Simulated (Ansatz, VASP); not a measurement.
**One calculation of ZnO, two programs**

```xyz
4
Lattice="3.2493 0.0000 0.0000 -1.6247 2.8140 0.0000 0.0000 0.0000 5.2057" Properties=species:S:1:pos:R:3 pbc="T T T"
Zn    0.0000    1.8760    2.6029
Zn    1.6247    0.9380    0.0000
O     1.6247    0.9380    1.9730
O     0.0000    1.8760    4.5759
```

Alike in both runs: task single point; functional BLYP; k mesh 6 × 6 × 4; no spin polarisation.

|  | VASP | Ansatz |
| --- | --- | --- |
| version | VASP 6.6.1 | Ansatz 0.2.0 |
| potentials or method | VASP PAW PBE potentials, release 64 (Zn, O_h), cutoff 1340 eV | plane waves, PAW |
| occupations | gaussian, width 0.01 eV | fixed |
| valence electrons in the cell | 36 | 36 |

```csv
,VASP,Ansatz,Ansatz less VASP
pressure (GPa),10.2,9.4,-0.84
"traceless stress, the component that is largest in VASP (GPa)",1.34,1.31,-0.038
```

VASP's potentials were made for PBE, not for BLYP. Ansatz's warnings: structure snapped to symmetry.
